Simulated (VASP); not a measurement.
A run of VASP 6.6.1 is set up as follows.

Contents of INCAR:

```
PREC = Accurate ; ENCUT = 520
EDIFF = 1E-6 ; ISMEAR = -1
SIGMA = 0.05 ; LREAL = False
LASPH = True ; NELM = 100
ALGO = Normal ; ISIF = 2
LWAVE = False ; LCHARG = False
GGA = RE ; IVDW = 13
NBANDS = 11
```

The input KPOINTS:

```
Automatic mesh
0
Gamma
  10 10 10
```

POSCAR

```
BAs
1.0
    0.0000000000      2.3639275265      2.3639275265
    2.3639275265      0.0000000000      2.3639275265
    2.3639275265      2.3639275265      0.0000000000
As B
1 1
Direct
    0.7500000000      0.7500000000      0.7500000000
    0.0000000000      0.0000000000      0.0000000000
```

Potentials or basis: VASP PAW PBE potentials, release 64 (As, B).

The run is started by

```sh
$ cat potpaw_PBE.64/As/POTCAR potpaw_PBE.64/B/POTCAR > POTCAR
$ mpirun -np 1 vasp_std > vasp.out
```

Predict the pressure.

0.7 GPa.

What does it give for the band gap on the k mesh?

1.16 eV, indirect (least direct gap 3.31 eV).

Caveat: the PAW data sets were made with another functional, which shifts forces and pressure a little. A k mesh can miss the band edges.
